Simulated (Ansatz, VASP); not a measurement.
## One calculation of Ca3Si2N, two programs

The input INCAR:

```
SYSTEM = Ca3Si2N
ALGO = Normal
EDIFF = 1E-6
ENCUT = 520
GGA = PE
ISIF = 2
ISMEAR = 0
ISPIN = 2
LASPH = .True.
LCHARG = .True.
LELF = .True.
LORBIT = 11
LREAL = .False.
LVHAR = .True.
LWAVE = .False.
MAGMOM = 0 0 0 0 0 1
NBANDS = 34
NELM = 150
PREC = Accurate
SIGMA = 0.1
```

The input KPOINTS:

```
k-points
0
Gamma
  4 4 4
  0 0 0
```

File POSCAR:

```
Ca3Si2N
1.0
    5.5046321934      0.0000000000      0.0000000000
    0.0000000000      5.5046321934      0.0000000000
    0.0000000000      0.0000000000      5.8130865072
Ca Si N
3 2 1
Direct
    0.0000000000      0.0000000000      0.9563822673
    0.0000000000      0.5000000000      0.4902333320
    0.5000000000      0.0000000000      0.4902333320
    0.5000000000      0.5000000000      0.8649336863
    0.0000000000      0.0000000000      0.4425833041
    0.5000000000      0.5000000000      0.5808076583
```

Input for Ansatz:

```yaml
crystal:
  lattice:
    - [5.5046321934, 0.0, 0.0]
    - [0.0, 5.5046321934, 0.0]
    - [0.0, 0.0, 5.8130865072]
  atoms:
    - { symbol: Ca, position: [0.0, 0.0, 0.9563822673] }
    - { symbol: Ca, position: [0.0, 0.5, 0.490233332] }
    - { symbol: Ca, position: [0.5, 0.0, 0.490233332] }
    - { symbol: Si, position: [0.5, 0.5, 0.8649336863] }
    - { symbol: Si, position: [0.0, 0.0, 0.4425833041] }
    - { symbol: "N", position: [0.5, 0.5, 0.5808076583], spin: 1.0 }
basis:
  ecutwfc: 420
kpoints:
  mp_grid: { grid: [4, 4, 4] }
hamiltonian:
  xc: pbe
scf:
  occupations: { method: gaussian, width: 0.1 }
  lower_state_search: "off"
output:
  forces: true
  stress: true
  eigenvalues: true
  populations: true
magnetization:
  spin_polarized: true
```

Alike in both runs: task single point; functional PBE; k mesh 4 × 4 × 4; occupations gaussian, width 0.1 eV; collinear spin.

|  | VASP | Ansatz |
| --- | --- | --- |
| version | VASP 6.6.1 | Ansatz 0.2.0 |
| potentials or method | VASP PAW PBE potentials, release 64 (Ca_sv, Si, N), cutoff 520 eV | scalar-relativistic, plane waves, PAW |
| valence electrons in the cell | 43 | 43 |

```tsv
	VASP	Ansatz	Ansatz less VASP
gap on the k mesh at the Fermi level (eV)	none	none	-
pressure (GPa)	0.1	0.0	-0.07
traceless stress, the component that is largest in VASP (GPa)	0.09	0.03	-0.062
rms of the force components (eV/Å)	0.023	0.002	-0.0209
net moment per atom (μB)	0.00	0.00	0.000
```

Atom by atom the forces differ by 0.022 eV/Å (rms over components). A gap of «none» marks a metal or a gap that the smearing closes. Ansatz's warnings: seeded moment not kept.
